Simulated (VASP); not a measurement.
# In (I4/mmm) in VASP: further runs

In is run at these levels: PBE; tasks: single point.

Everything below comes from runs of VASP 6.6.1. Logs are shortened: lines on timing, memory, paths and dates and some standing lists are left out, and cuts for length are marked.

### 1 The cell of the first run

It takes space group I4/mmm (No. 139, tetragonal). The conventional cell has a = 3.512 Å, b = 3.512 Å, c = 4.750 Å, α = 90.00°, β = 90.00°, γ = 90.00°. Within 4.5 Å of In (site symmetry 4/mmm) lie 12 In at 3.44 to 3.51 Å.

### 2 Single point, PBE (strain +0.080 along x and y, -0.040 along z)

The input, INCAR:

```
SYSTEM = In
PREC = Accurate
ENCUT = 520
EDIFF = 1E-6
ISMEAR = 0
SIGMA = 0.15
LREAL = .False.
LASPH = .True.
NELM = 80
ALGO = Fast
ISIF = 2
LWAVE = .False.
LCHARG = .False.
GGA = PE
NBANDS = 12
```

The input, KPOINTS:

```
Automatic mesh
0
Gamma
  20 20 20
  0 0 0
```

The input, POSCAR:

```
In
1.0
   -1.7562420000      1.7562420000      2.3749920000
    1.7562420000     -1.7562420000      2.3749920000
    1.7562420000      1.7562420000     -2.3749920000
In
1
Direct
    0.0000000000      0.0000000000      0.0000000000
```

Potentials or basis: VASP PAW PBE potentials, release 64 (In_d).

Command:

```bash
> cat potpaw_PBE.64/In_d/POTCAR > POTCAR
> mpirun -np 1 vasp_std > vasp.out
```

OUTCAR:

```text
SYSTEM = In
   PREC = Accurate
   ENCUT = 520
   EDIFF = 1E-6
   ISMEAR = 0
   LREAL = .False.
   LASPH = .True.
   NELM = 80
   ISIF = 2
   GGA = PE

 ion  position               nearest neighbor table
   1  0.000  0.000  0.000-

  LATTYP: Found a body centered tetragonal cell.
 ALAT       =     3.5124840000
 C/A-ratio  =     1.3523147721

  Lattice vectors:

 A1 = (  -1.7562420000,   1.7562420000,   2.3749920000)
 A2 = (   1.7562420000,  -1.7562420000,   2.3749920000)
 A3 = (   1.7562420000,   1.7562420000,  -2.3749920000)

Analysis of symmetry for initial positions (statically):
=====================================================================
 Subroutine PRICEL returns:
 Original cell was already a primitive cell.

 Routine SETGRP: Setting up the symmetry group for a
 body centered tetragonal supercell.

 Subroutine GETGRP returns: Found 16 space group operations
 (whereof 16 operations were pure point group operations)
 out of a pool of 16 trial point group operations.

The static configuration has the point symmetry D_4h.

Analysis of symmetry for dynamics (positions and initial velocities):
=====================================================================
 Subroutine PRICEL returns:
 Original cell was already a primitive cell.

 Routine SETGRP: Setting up the symmetry group for a
 body centered tetragonal supercell.

 Subroutine GETGRP returns: Found 16 space group operations
 (whereof 16 operations were pure point group operations)
 out of a pool of 16 trial point group operations.

The dynamic configuration has the point symmetry D_4h.

 Subroutine INISYM returns: Found 16 space group operations
 (whereof 16 operations are pure point group operations),
 and found     1 'primitive' translations

----------------------------------------------------------------------------------------

                                     Primitive cell

  volume of cell :      29.3016

  direct lattice vectors                    reciprocal lattice vectors
    -1.756242000  1.756242000  2.374992000     0.000000000  0.284698806  0.210527025
     1.756242000 -1.756242000  2.374992000     0.284698806  0.000000000  0.210527025
     1.756242000  1.756242000 -2.374992000     0.284698806  0.284698806  0.000000000

  length of vectors
     3.436474782  3.436474782  3.436474782     0.354083377  0.354083377  0.402624912

  position of ions in fractional coordinates (direct lattice)
     0.000000000  0.000000000  0.000000000

[... 78 lines left out ...]
   NSW    =      0    number of steps for IOM
   IBRION =     -1    ionic relax: 0-MD 1-quasi-New 2-CG
   NFREE  =      0    steps in history (QN), initial steepest desc. (CG)
   ISIF   =      2    stress and relaxation
   ISYM   =      2    0-nonsym 1-usesym 2-fastsym
   POTIM  = 0.5000    time-step for ionic-motion
   TEBEG  =    0.0;   TEEND  =   0.0 temperature during run
   PSTRESS=    0.0 pullay stress
   NELECT =      13.0000    total number of electrons
   NUPDOWN=      -1.0000    fix difference up-down
   EMIN   =  10.00;   EMAX   =-10.00  energy-range for DOS
   EFERMI =   0.00;   METHOD = LEGACY
   ISMEAR =     0;   SIGMA  =   0.15  broadening in eV -4-tet -1-fermi 0-gaus
   EFERMI_NEDOS =   21; number of points for ismear=-14 and -15
   IALGO  =     68    algorithm
   IMIX   =      4    mixing-type and parameters
     AMIX     =   0.40;   BMIX     =  1.00
     AMIX_MAG =   1.60;   BMIX_MAG =  1.00
  volume/ion in A,a.u.               =      29.30       197.74
  Fermi-wavevector in a.u.,A,eV,Ry     =   1.248607  2.359525 21.211737  1.559019
  Thomas-Fermi vector in A             =   2.382686
   LORBIT       =      0    0 simple, 1 ext, 2 COOP (PROOUT), +10 PAW based schemes
   GGA     = PE    functional components
   LHFCALC =     F    Hartree Fock is set to
   AEXX    =    0.0000 exact exchange contribution
   IVDW    =     0    specifies the selected vdW correction
   LEPSILON=     F    determine dielectric tensor
   LRPA    =     F    only Hartree local field effects (RPA)
 non-spin polarized calculation
 RMM-DIIS sequential band-by-band and
 Gauss-broadening in eV      SIGMA  =   0.15
  energy-cutoff  :      520.00
  volume of cell :       29.30
 maximum number of plane-waves:       817
 NGX is ok and might be reduce to    28
   NGX = 13   NGY = 13   NGZ = 13

 number of electron      13.0000006 magnetization

 Free energy of the ion-electron system (eV)
  ---------------------------------------------------
  ext. energy  EPLUGINS =         0.00000000
  ---------------------------------------------------
  free energy    TOTEN  =        -2.55110143 eV

  energy without entropy =       -2.54565004  energy(sigma->0) =       -2.54837574

 E-fermi :   6.2897     XC(G=0):  -9.7262

 val. band max:        6.2870023978   @ k =   0.4500   0.3000   0.1000
 cond. band min:       6.2961800393   @ k =   0.5000   0.1500   0.1000
 fundamental gap:      0.0091776414
 Fermi energy:         6.2896502453

 k-point     1 :       0.0000    0.0000    0.0000
  band No.  band energies     occupation
      1      -8.2463      2.00000
      2      -8.2463      2.00000
      3      -8.2036      2.00000
      4      -8.1305      2.00000
      5      -8.0868      2.00000
      6      -2.4960      2.00000
      7      15.8147      0.00000
      8      15.9175      0.00000
      9      15.9175      0.00000
     10      17.5928      0.00000
     11      19.3728      0.00000
     12      19.3893      0.00000
[... 331 lines left out ...]
 k-point    24 :      -0.3500    0.0500    0.0000
  band No.  band energies     occupation
      1      -8.2556      2.00000
      2      -8.2272      2.00000
      3      -8.1866      2.00000
      4      -8.0529      2.00000
      5      -8.0282      2.00000
      6      -0.2124      2.00000
      7       6.8680      0.00000
      8      13.7039      0.00000
      9      14.2322      0.00000
     10      16.6193      0.00000
     11      18.1911      0.00000
     12      18.9810      0.00000

 [... further k-points ...]
[... 5 lines left out ...]
  --------------------------------------------------------------------------------------
  -------------------------------------------------------------------------------------
  Total       -0.3635125     -0.3635125     -0.3487913      0.0000000      0.0000000      0.0000000
  in kB      -19.8764617    -19.8764617    -19.0715234      0.0000000      0.0000000      0.0000000
  external PRESSURE =     -19.6081489 kB  Pullay stress =       0.0000000 kB

 VOLUME and BASIS-vectors are now :
 -----------------------------------------------------------------------------
  energy-cutoff  :      520.00
  volume of cell :       29.30
      direct lattice vectors                 reciprocal lattice vectors
    -1.756242000  1.756242000  2.374992000     0.000000000  0.284698806  0.210527025
     1.756242000 -1.756242000  2.374992000     0.284698806  0.000000000  0.210527025
     1.756242000  1.756242000 -2.374992000     0.284698806  0.284698806  0.000000000

 POSITION                                       TOTAL-FORCE (eV/Angst)
 -----------------------------------------------------------------------------------
      0.00000      0.00000      0.00000         0.000000      0.000000     -0.000000
 -----------------------------------------------------------------------------------
    total drift:                                0.000000     -0.000000     -0.000000

  FREE ENERGIE OF THE ION-ELECTRON SYSTEM (eV)
  ---------------------------------------------------
  free  energy   TOTEN  =        -2.5511014345 eV

  energy  without entropy=       -2.5456500429  energy(sigma->0) =       -2.54837574
```

OSZICAR:

```text
N       E                     dE             d eps       ncg     rms          rms(c)
DAV:   1     0.781101524524E+02    0.78110E+02   -0.62570E+03 15640   0.132E+03
DAV:   2     0.130764109303E+01   -0.76803E+02   -0.74933E+02 16172   0.286E+02
DAV:   3    -0.247812587672E+01   -0.37858E+01   -0.37751E+01 18324   0.639E+01
DAV:   4    -0.256715065706E+01   -0.89025E-01   -0.88998E-01 19620   0.100E+01
DAV:   5    -0.257126036047E+01   -0.41097E-02   -0.41096E-02 21208   0.188E+00    0.179E+00
RMM:   6    -0.255407806005E+01    0.17182E-01   -0.24155E-02 18779   0.240E+00    0.957E-01
RMM:   7    -0.255105568690E+01    0.30224E-02   -0.99280E-03 18106   0.125E+00    0.214E-01
RMM:   8    -0.255102287531E+01    0.32812E-04   -0.16510E-03 20293   0.652E-01    0.491E-02
RMM:   9    -0.255108701844E+01   -0.64143E-04   -0.54226E-04 22719   0.255E-01    0.378E-02
RMM:  10    -0.255109465416E+01   -0.76357E-05   -0.15885E-04 20478   0.227E-01    0.571E-03
RMM:  11    -0.255110006896E+01   -0.54148E-05   -0.73850E-05 25178   0.913E-02    0.821E-03
RMM:  12    -0.255110153546E+01   -0.14665E-05   -0.13655E-05 19496   0.418E-02    0.196E-02
RMM:  13    -0.255110143455E+01    0.10092E-06   -0.33049E-06 17357   0.279E-02
   1 F= -.25511014E+01 E0= -.25483757E+01  d E =-.545139E-02
```

It took 1.7 min on 1 thread of Intel Xeon 6975P-C (Granite Rapids), shared host; peak memory 0.33 GiB.

Results:

| Item | Value |
| --- | --- |
| Free energy | -2.5511 eV |
| Pressure | -2.0 GPa |
| Band gap on the k mesh | zero (an odd number of electrons rules out a gap without spin polarisation) |

Caveat: the cell differs from its parent crystal (strain +0.080 along x and y, -0.040 along z); spin-orbit coupling is left out, which moves the levels of the heavy elements.

### 3 Single point, PBE (strain +0.040 along x and y, +0.040 along z)

The input, INCAR:

```
PREC = Accurate
ENCUT = 520
EDIFF = 1E-6
ISMEAR = 0
SIGMA = 0.15
LREAL = False
LASPH = True
NELM = 60
ALGO = Fast
ISIF = 2
LWAVE = False
LCHARG = False
GGA = PE
NBANDS = 12
```

The input, KPOINTS:

```
regular mesh
0
Gamma
  20 20 20
```

The input, POSCAR:

```
In
1.0
   -1.6911960000      1.6911960000      2.5729080000
    1.6911960000     -1.6911960000      2.5729080000
    1.6911960000      1.6911960000     -2.5729080000
In
1
Direct
    0.0000000000      0.0000000000      0.0000000000
```

Potentials or basis: VASP PAW PBE potentials, release 64 (In_d).

Command:

```bash
> cat potpaw_PBE.64/In_d/POTCAR > POTCAR
> mpirun -np 1 vasp_std > vasp.out
```

It took 1.9 min on 1 thread of Intel Xeon 6975P-C (Granite Rapids), shared host; peak memory 0.33 GiB.

The run converged. Its results:

```yaml
Free_energy: -2.5497 eV
Pressure: -2.1 GPa
Band_gap_on_the_k_mesh: zero (an odd number of electrons rules out a gap without spin polarisation)
```

Stress tensor (GPa, compression positive):
```
-2.03  0.00  0.00
 0.00 -2.03  0.00
 0.00  0.00 -2.22
```

Levels at points of the mesh, in eV from the Fermi level:
```tsv
k point	band 4	band 5	band 6	band 7	band 8	band 9
(0.00, 0.00, 0.00)	-14.45	-14.37	-8.76	9.51	9.51	9.63
(0.50, 0.00, 0.00)	-14.30	-14.28	-4.24	-2.87	6.87	8.29
(0.50, 0.50, 0.00)	-14.29	-14.22	-1.93	-1.61	3.31	3.74
(0.50, 0.50, 0.50)	-14.27	-14.27	-3.04	-2.25	4.42	4.42
```

Caveat: the cell differs from its parent crystal (strain +0.040 along x and y, +0.040 along z); spin-orbit coupling is left out, which moves the levels of the heavy elements.
